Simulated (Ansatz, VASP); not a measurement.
## In2O3 in VASP and in Ansatz

```
In O
1.0
     3.41981    0.00000    0.00000
    -1.70990    2.96164    0.00000
     0.00000    0.00000    6.09641
In O
2 3
Direct
  0.33333 0.66667 0.23708
  0.66667 0.33333 0.76292
  0.00000 0.00000 0.00000
  0.33333 0.66667 0.65424
  0.66667 0.33333 0.34576
```

Alike in both runs: task single point; functional r2SCAN; k mesh 12 × 12 × 4; no spin polarisation.

|  | VASP | Ansatz |
| --- | --- | --- |
| version | VASP 6.6.1 | Ansatz 0.2.0 |
| potentials or method | VASP PAW PBE potentials, release 64 (In_d, O) | plane waves, PAW |
| plane-wave cutoff (eV) | 520 | 500 |
| occupations | gaussian, width 0.01 eV | fixed |
| valence electrons in the cell | 44 | 44 |

```csv
,VASP,Ansatz,Ansatz less VASP
gap on the k mesh at the Fermi level (eV),1.30,1.30,+0.004
pressure (GPa),0.9,0.0,-0.92
"traceless stress, the component that is largest in VASP (GPa)",-0.41,0.00,+0.400
rms of the force components (eV/Å),0.009,0.000,-0.0087
```

VASP's potentials were made for PBE, not for r2SCAN. Atom by atom the forces differ by 0.009 eV/Å (rms over components).
